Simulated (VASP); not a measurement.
Input of a VASP 6.6.1 run:

Contents of POSCAR:

```
Hf
1.0
    0.0000000000      2.2200000000      2.2200000000
    2.2200000000      0.0000000000      2.2200000000
    2.2200000000      2.2200000000      0.0000000000
Hf
1
Direct
    0.0000000000      0.0000000000      0.0000000000
```

File INCAR.step1:

```
PREC = Accurate
ENCUT = 520
ISMEAR = 0
SIGMA = 0.15
LREAL = F
LASPH = T
NELM = 80
NBANDS = 11
GGA = PE
ALGO = Normal
EDIFF = 1E-4
LWAVE = T
LCHARG = F
```

INCAR.step2

```
PREC = Accurate
ENCUT = 520
EDIFF = 1E-6
ISMEAR = 0
SIGMA = 0.15
LREAL = F
LASPH = T
NELM = 80
ALGO = Normal
ISIF = 2
LWAVE = F
LCHARG = F
METAGGA = R2SCAN
LMIXTAU = T
NBANDS = 11
ISTART = 1
```

Contents of KPOINTS:

```
Automatic mesh
0
Gamma
  18 18 18
```

Potentials or basis: VASP PAW PBE potentials, release 64 (Hf_pv).

The run is started by

```console
$ cat potpaw_PBE.64/Hf_pv/POTCAR > POTCAR
$ cp INCAR.step1 INCAR
$ mpirun -np 1 vasp_std > vasp.out
$ cp INCAR.step2 INCAR
$ mpirun -np 1 vasp_std > vasp.out
```

(1) Estimate the pressure.

(2) What does it give for the band gap on the k mesh?

## Answers

(1) 2.2 GPa.

(2) zero (band 5 reaches 6.38 eV, above the bottom of band 6 at 4.07 eV).

Caveat: the PAW data sets were made with another functional, which shifts forces and pressure a little; spin-orbit coupling is left out, which moves the levels of the heavy elements.
